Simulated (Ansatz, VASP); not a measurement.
## LiBr in VASP and in Ansatz

```
CELL_PARAMETERS angstrom
0.00000 2.99360 2.99360
2.99360 0.00000 2.99360
2.99360 2.99360 0.00000
ATOMIC_POSITIONS crystal
Li 0.00000 0.00000 0.00000
Br 0.50000 0.50000 0.50000
```

Alike in both runs: task single point; functional PBEsol; k mesh 8 × 8 × 8; occupations gaussian, width 0.02 eV; no spin polarisation.

|  | VASP | Ansatz |
| --- | --- | --- |
| version | VASP 6.6.1 | Ansatz 0.2.0 |
| potentials or method | VASP PAW PBE potentials, release 64 (Li_sv, Br), cutoff 750 eV | scalar-relativistic, plane waves, PAW |
| valence electrons in the cell | 10 | 10 |

Ansatz gave:

* gap on the k mesh at the Fermi level (eV): 3.90
* least direct gap on the mesh (eV): 3.90
* pressure (GPa): -4.5

Problem. Estimate VASP's values.

Solution. gap on the k mesh at the Fermi level (eV): 3.91; least direct gap on the mesh (eV): 3.91; pressure (GPa): -4.5.

VASP's potentials were made for PBE, not for PBEsol. The functional is the same, so the differences come from potentials, cutoffs and numerics.
